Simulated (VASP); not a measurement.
# Zr8HS16 (a cell with a defect) in VASP: single point with PBE

Aim: the single point of Zr8HS16 (a cell with a defect) with PBE.

Everything below comes from runs of VASP 6.6.1. Logs are shortened: lines on timing, memory, paths and dates and some standing lists are left out, and cuts for length are marked.

## Step 1: The cell of the first run

The cell holds a defect, 25 atoms: a = 9.296 Å, b = 9.296 Å, c = 9.750 Å, α = 116.71°, β = 116.71°, γ = 93.27°.

## Step 2: Single point, PBE

File INCAR:

```
  ALGO = Normal
  EDIFF = 1E-6
  ENCUT = 400
  GGA = PE
  GGA_COMPAT = F
  ISIF = 2
  ISMEAR = 0
  LASPH = T
  LCHARG = F
  LREAL = F
  LWAVE = F
  NBANDS = 114
  NELECT = 192.0
  NELM = 120
  PREC = Accurate
  SIGMA = 0.02
```

File KPOINTS:

```
Automatic mesh
0
Gamma
  2 2 2
  0.5 0.5 0.5
```

File POSCAR:

```
Zr8HS16
1.0
    0.0000000000      6.3829682806     -6.7579064893
    0.0000000000      6.3829682806      6.7579064893
    7.3704169100     -6.3829682806      0.0000000000
Zr S H
8 16 1
Direct
    0.0068585830      0.0224132522      0.0000008141
    0.1231443003      0.1363217540      0.7465212711
    0.2471093617      0.2469445178      0.4934066884
    0.3766215796      0.3898046563      0.2534811833
    0.4994560425      0.5014975031      0.0000002714
    0.6215868480      0.6095218689      0.7434119490
    0.7537008960      0.7535406393      0.5065945449
    0.8781727110      0.8661129111      0.2565887416
    0.8143300056      0.5949858933      0.2528337301
    0.9474964772      0.6886534460      0.0000009497
    0.0688330723      0.8637690497      0.7560770399
    0.1941083164      0.9799102520      0.5066569565
    0.3127571792      0.1076929330      0.2439228367
    0.4336302683      0.2306625294      0.0000021708
    0.5614994829      0.3421518191      0.7471694027
    0.6874515588      0.4732546027      0.4933425130
    0.0522966439      0.2900338785      0.0000001357
    0.1841089180      0.4061651128      0.7473630145
    0.3116232325      0.5262459122      0.5056078978
    0.4367444992      0.6588040975      0.2526369977
    0.5698557516      0.7725367153     -0.0000005427
    0.6907523567      0.8907697737      0.7595265055
    0.8060175960      0.0206412359      0.4943952350
    0.9312284762      0.1312462615      0.2404767629
    0.9895795339      0.5464505849      0.0000014925
```

Potentials or basis: VASP PAW PBE potentials, release 64 (Zr_sv, S, H).

Launch:

```console
$ cat potpaw_PBE.64/Zr_sv/POTCAR potpaw_PBE.64/S/POTCAR potpaw_PBE.64/H/POTCAR > POTCAR
$ mpirun -np 1 vasp_std > vasp.out
```

OUTCAR:

```text
EDIFF = 1E-6
   ENCUT = 400
   GGA = PE
   ISIF = 2
   ISMEAR = 0
   LASPH = T
   LREAL = F
   NELECT = 192.0
   NELM = 120
   PREC = Accurate

 ion  position               nearest neighbor table
   1  0.007  0.022  0.000-  17 2.50  13 2.52  11 2.52  22 2.54  24 2.54  10 3.12   2 3.61   4 3.61
                             3 3.64   7 3.64
   2  0.123  0.136  0.747-  18 2.54  12 2.54  14 2.56  23 2.58  11 2.61  17 2.64   1 3.61   8 3.62
                             3 3.63   5 3.63   7 3.72   4 3.74
   3  0.247  0.247  0.493-  13 2.56  19 2.57  24 2.57  12 2.57  15 2.58  18 2.60   6 3.61   2 3.63
                             1 3.64   8 3.71   4 3.72   5 3.73
   4  0.377  0.390  0.253-  20 2.54  16 2.54  14 2.56  19 2.58  13 2.61  17 2.64   1 3.61   6 3.62
                             7 3.63   5 3.63   3 3.72   2 3.74
   5  0.499  0.501  0.000-  14 2.56  21 2.57  18 2.59  20 2.59  15 2.59   9 2.59   2 3.63   4 3.63
                             6 3.64   8 3.64   3 3.73   7 3.73
   6  0.622  0.610  0.743-  19 2.53  15 2.54  21 2.56  16 2.56  22 2.57  10 2.69   3 3.61   4 3.62
                             5 3.64   7 3.71   8 3.78
   7  0.754  0.754  0.507-  11 2.56  23 2.57  22 2.57  16 2.57   9 2.58  20 2.60   8 3.61   4 3.63
                             1 3.64   6 3.71   2 3.72   5 3.73
   8  0.878  0.866  0.257-  23 2.53   9 2.54  21 2.56  12 2.56  24 2.57  10 2.69   7 3.61   2 3.62
                             5 3.64   3 3.71   6 3.78
   9  0.814  0.595  0.253-   8 2.54   7 2.58   5 2.59
  10  0.947  0.689  0.000-  25 1.40   6 2.69   8 2.69   1 3.12
  11  0.069  0.864  0.756-   1 2.52   7 2.56   2 2.61
  12  0.194  0.980  0.507-   2 2.54   8 2.56   3 2.57
  13  0.313  0.108  0.244-   1 2.52   3 2.56   4 2.61
  14  0.434  0.231  0.000-   5 2.56   2 2.56   4 2.56
  15  0.561  0.342  0.747-   6 2.54   3 2.58   5 2.59
  16  0.687  0.473  0.493-   4 2.54   6 2.56   7 2.57
  17  0.052  0.290  0.000-   1 2.50   4 2.64   2 2.64
  18  0.184  0.406  0.747-   2 2.54   5 2.59   3 2.60
  19  0.312  0.526  0.506-   6 2.53   3 2.57   4 2.58
  20  0.437  0.659  0.253-   4 2.54   5 2.59   7 2.60
  21  0.570  0.773  1.000-   8 2.56   6 2.56   5 2.57
  22  0.691  0.891  0.760-   1 2.54   7 2.57   6 2.57
  23  0.806  0.021  0.494-   8 2.53   7 2.57   2 2.58
  24  0.931  0.131  0.240-   1 2.54   3 2.57   8 2.57
  25  0.990  0.546  0.000-  10 1.40

  LATTYP: Found a face centered orthorhombic cell.
 ALAT       =    12.7659365612
 B/A-ratio  =     1.0587404155
 C/A-ratio  =     1.1547005384

  Lattice vectors:

 A1 = (   7.3704169100,   0.0000000000,   6.7579064893)
 A2 = (   7.3704169100,   6.3829682806,   0.0000000000)
 A3 = (   0.0000000000,   6.3829682806,   6.7579064893)

Analysis of symmetry for initial positions (statically):
=====================================================================
 Subroutine PRICEL returns:
 Original cell was already a primitive cell.

 Routine SETGRP: Setting up the symmetry group for a
 face centered orthorhombic supercell.

 Subroutine GETGRP returns: Found  2 space group operations
 (whereof  2 operations were pure point group operations)
 out of a pool of  8 trial point group operations.

The static configuration has the point symmetry C_1h.

Analysis of symmetry for dynamics (positions and initial velocities):
=====================================================================
 Subroutine PRICEL returns:
 Original cell was already a primitive cell.

 Routine SETGRP: Setting up the symmetry group for a
 face centered orthorhombic supercell.

 Subroutine GETGRP returns: Found  2 space group operations
 (whereof  2 operations were pure point group operations)
 out of a pool of  8 trial point group operations.

The dynamic configuration has the point symmetry C_1h.

 Subroutine INISYM returns: Found  2 space group operations
 (whereof  2 operations are pure point group operations),
 and found     1 'primitive' translations

----------------------------------------------------------------------------------------

                                     Primitive cell

  volume of cell :     635.8533

  direct lattice vectors                    reciprocal lattice vectors
     0.000000000  6.382968281 -6.757906489     0.067838768  0.078333461 -0.073987410
     0.000000000  6.382968281  6.757906489     0.067838768  0.078333461  0.073987410
     7.370416910 -6.382968281  0.000000000     0.135677535  0.000000000  0.000000000

  length of vectors
     9.295783140  9.295783140  9.750145101     0.127327791  0.127327791  0.135677535

  position of ions in fractional coordinates (direct lattice)
     0.006858583  0.022413252  0.000000814
     0.123144300  0.136321754  0.746521271
     0.247109362  0.246944518  0.493406688
     0.376621580  0.389804656  0.253481183
     0.499456043  0.501497503  0.000000271
     0.621586848  0.609521869  0.743411949
[... 17 lines left out ...]
     0.931228476  0.131246262  0.240476763
     0.989579534  0.546450585  0.000001492

  ion indices of the primitive-cell ions
   primitive index   ion index
                 1           1
                 2           2
                 3           3
                 4           4
                 5           5
                 6           6
[... 17 lines left out ...]
                24          24
                25          25

----------------------------------------------------------------------------------------

 KPOINTS: Automatic mesh

Automatic generation of k-mesh.
 Grid dimensions read from file:
 generate k-points for:    2    2    2

 Generating k-lattice:

  Cartesian coordinates                     Fractional coordinates (reciprocal lattice)
     0.033919384  0.039166731 -0.036993705     0.500000000  0.000000000  0.000000000
     0.033919384  0.039166731  0.036993705     0.000000000  0.500000000  0.000000000
     0.067838768  0.000000000  0.000000000     0.000000000  0.000000000  0.500000000

  Length of vectors
     0.063663896  0.063663896  0.067838768

  Shift w.r.t. Gamma in fractional coordinates (k-lattice)
     0.500000000  0.500000000  0.500000000

 Subroutine IBZKPT returns following result:
 ===========================================

 Found      3 irreducible k-points:

 Following reciprocal coordinates:
            Coordinates               Weight
  0.250000  0.250000  0.250000      2.000000
 -0.250000  0.250000  0.250000      4.000000
 -0.250000 -0.250000  0.250000      2.000000
   k-points           NKPTS =      3   k-points in BZ     NKDIM =      3   number of bands    NBANDS=    114
   number of dos      NEDOS =    301   number of ions     NIONS =     25
   total plane-waves  NPLWV = 262144
   dimension x,y,z NGX =    64 NGY =   64 NGZ =   64
   dimension x,y,z NGXF=   128 NGYF=  128 NGZF=  128
   ions per type =               8  16   1
   NGX,Y,Z   is equivalent  to a cutoff of  11.45, 11.45, 10.91 a.u.
   NGXF,Y,Z  is equivalent  to a cutoff of  22.89, 22.89, 21.82 a.u.
 SYSTEM =  unknown system
   PREC   = accura    normal or accurate (medium, high low for compatibility)
   ISTART =      0    job   : 0-new  1-cont  2-samecut
   ICHARG =      2    charge: 1-file 2-atom 10-const
   ISPIN  =      1    spin polarized calculation?
   LNONCOLLINEAR =      F non collinear calculations
   LSORBIT =      F    spin-orbit coupling
   LASPH  =      T    aspherical Exc in radial PAW
   ENCUT  =  400.0 eV  29.40 Ry    5.42 a.u.  15.16 15.16 15.90*2*pi/ulx,y,z
   NELM   =    120;   NELMIN=  2; NELMDL= -5     # of ELM steps
   EDIFF  = 0.1E-05   stopping-criterion for ELM
   LREAL  =      F    real-space projection
   EDIFFG = 0.1E-04   stopping-criterion for IOM
   NSW    =      0    number of steps for IOM
   IBRION =     -1    ionic relax: 0-MD 1-quasi-New 2-CG
   NFREE  =      0    steps in history (QN), initial steepest desc. (CG)
   ISIF   =      2    stress and relaxation
   ISYM   =      2    0-nonsym 1-usesym 2-fastsym
   POTIM  = 0.5000    time-step for ionic-motion
   TEBEG  =    0.0;   TEEND  =   0.0 temperature during run
   PSTRESS=    0.0 pullay stress
   NELECT =     192.0000    total number of electrons
   NUPDOWN=      -1.0000    fix difference up-down
   EMIN   =  10.00;   EMAX   =-10.00  energy-range for DOS
   EFERMI =   0.00;   METHOD = LEGACY
   ISMEAR =     0;   SIGMA  =   0.02  broadening in eV -4-tet -1-fermi 0-gaus
   EFERMI_NEDOS =   21; number of points for ismear=-14 and -15
   IALGO  =     38    algorithm
   IMIX   =      4    mixing-type and parameters
     AMIX     =   0.40;   BMIX     =  1.00
     AMIX_MAG =   1.60;   BMIX_MAG =  1.00
  volume/ion in A,a.u.               =      25.43       171.64
  Fermi-wavevector in a.u.,A,eV,Ry     =   1.098305  2.075495 16.412351  1.206274
  Thomas-Fermi vector in A             =   2.234680
   LORBIT       =      0    0 simple, 1 ext, 2 COOP (PROOUT), +10 PAW based schemes
   GGA     = PE    functional components
   LHFCALC =     F    Hartree Fock is set to
   AEXX    =    0.0000 exact exchange contribution
   IVDW    =     0    specifies the selected vdW correction
   LEPSILON=     F    determine dielectric tensor
   LRPA    =     F    only Hartree local field effects (RPA)
 non-spin polarized calculation
 Gauss-broadening in eV      SIGMA  =   0.02
  energy-cutoff  :      400.00
  volume of cell :      635.85
 maximum number of plane-waves:     11576
 NGX is ok and might be reduce to    64
   NGX = 31   NGY = 31   NGZ = 31

 number of electron     192.0000006 magnetization

 Free energy of the ion-electron system (eV)
  ---------------------------------------------------
  ext. energy  EPLUGINS =         0.00000000
  ---------------------------------------------------
  free energy    TOTEN  =      -178.17463486 eV

  energy without entropy =     -178.17463486  energy(sigma->0) =     -178.17463486

 E-fermi :   2.8953     XC(G=0):  -8.6452

 val. band max:        2.6763231952   @ k =   0.2500   0.2500   0.2500
 cond. band min:       4.2009490173   @ k =   0.2500   0.2500   0.2500
 fundamental gap:      1.5246258221
 Fermi energy:         2.8952905777

 k-point     1 :       0.2500    0.2500    0.2500
  band No.  band energies     occupation
      1     -45.9626      2.00000
      2     -45.9174      2.00000
      3     -45.9145      2.00000
      4     -45.9063      2.00000
      5     -45.9054      2.00000
      6     -45.8996      2.00000
[... 100 lines left out ...]
    107       5.6846      0.00000
    108       5.7751      0.00000

 k-point     2 :      -0.2500    0.2500    0.2500
  band No.  band energies     occupation
      1     -45.9626      2.00000
      2     -45.9178      2.00000
      3     -45.9136      2.00000
      4     -45.9071      2.00000
      5     -45.9050      2.00000
      6     -45.8998      2.00000
[... 100 lines left out ...]
    107       5.4020      0.00000
    108       5.5721      0.00000

 k-point     3 :      -0.2500   -0.2500    0.2500
  band No.  band energies     occupation
      1     -45.9626      2.00000
      2     -45.9174      2.00000
      3     -45.9145      2.00000
      4     -45.9063      2.00000
      5     -45.9054      2.00000
      6     -45.8996      2.00000
[... 100 lines left out ...]
    107       5.5416      0.00000
    108       5.6914      0.00000
 [bands above 108 left out]

------------------------ aborting loop because EDIFF is reached ----------------------------------------

  FORCE on cell =-STRESS in cart. coord.  units (eV):
  Direction    XX          YY          ZZ          XY          YZ          ZX
  --------------------------------------------------------------------------------------
  -------------------------------------------------------------------------------------
  Total       -6.7423503     -5.6921304    -11.9895176      0.0000000     -1.7730554      0.0000000
  in kB      -16.9888891    -14.3426205    -30.2103235      0.0000000     -4.4676174      0.0000000
  external PRESSURE =     -20.5139444 kB  Pullay stress =       0.0000000 kB

 VOLUME and BASIS-vectors are now :
 -----------------------------------------------------------------------------
  energy-cutoff  :      400.00
  volume of cell :      635.85
      direct lattice vectors                 reciprocal lattice vectors
     0.000000000  6.382968281 -6.757906489     0.067838768  0.078333461 -0.073987410
     0.000000000  6.382968281  6.757906489     0.067838768  0.078333461  0.073987410
     7.370416910 -6.382968281  0.000000000     0.135677535  0.000000000  0.000000000

 POSITION                                       TOTAL-FORCE (eV/Angst)
 -----------------------------------------------------------------------------------
      0.00001      0.18684      0.10512         0.000000      0.262551      0.130403
      5.50217     -3.10886      0.08905         0.007538     -0.002871     -0.088805
      3.63661      0.00413     -0.00111        -0.024354     -0.020154     -0.026796
      1.86826      3.27411      0.08909        -0.007538     -0.002871     -0.088805
      0.00000      6.38905      0.01380         0.000000     -0.008740      0.003063
      5.47926      3.11295     -0.08153        -0.045502     -0.033213      0.069779
[... 17 lines left out ...]
      1.77241      5.24679     -5.40621        -0.008265     -0.006803     -0.024298
      0.00001      9.80442     -2.99462         0.000000      0.361925      0.624886
 -----------------------------------------------------------------------------------
    total drift:                               -0.114752      0.000299     -0.000120

  FREE ENERGIE OF THE ION-ELECTRON SYSTEM (eV)
  ---------------------------------------------------
  free  energy   TOTEN  =      -178.1746348626 eV

  energy  without entropy=     -178.1746348626  energy(sigma->0) =     -178.17463486
```

Wall time 2.6 min (1 thread of Intel Xeon 6975P-C (Granite Rapids), shared host); peak memory 0.63 GiB.

Results:

- Free energy: -178.1746 eV
- Largest force: 0.722 eV/Å

Forces on the atoms (eV/Å):
```
Zr   0.000  0.263  0.130
Zr   0.008 -0.003 -0.089
Zr  -0.024 -0.020 -0.027
Zr  -0.008 -0.003 -0.089
Zr   0.000 -0.009  0.003
Zr  -0.046 -0.033  0.070
Zr   0.024 -0.020 -0.027
Zr   0.046 -0.033  0.070
S   -0.003  0.004 -0.006
S    0.000 -0.019 -0.005
S   -0.034 -0.040 -0.069
S   -0.017 -0.020 -0.043
S    0.034 -0.040 -0.069
S    0.000  0.025 -0.065
S    0.003  0.004 -0.006
S    0.017 -0.020 -0.043
S    0.000 -0.252 -0.315
S    0.005 -0.052 -0.011
S   -0.022 -0.016  0.005
S   -0.005 -0.052 -0.011
S    0.000  0.004  0.016
S    0.008 -0.007 -0.024
S    0.022 -0.016  0.005
S   -0.008 -0.007 -0.024
H    0.000  0.362  0.625
```

Caveat: the cell carries a net charge on a neutralising background, which shifts energy and pressure; the cell is charged against a uniform background, so pressure and absolute levels hang on convention.
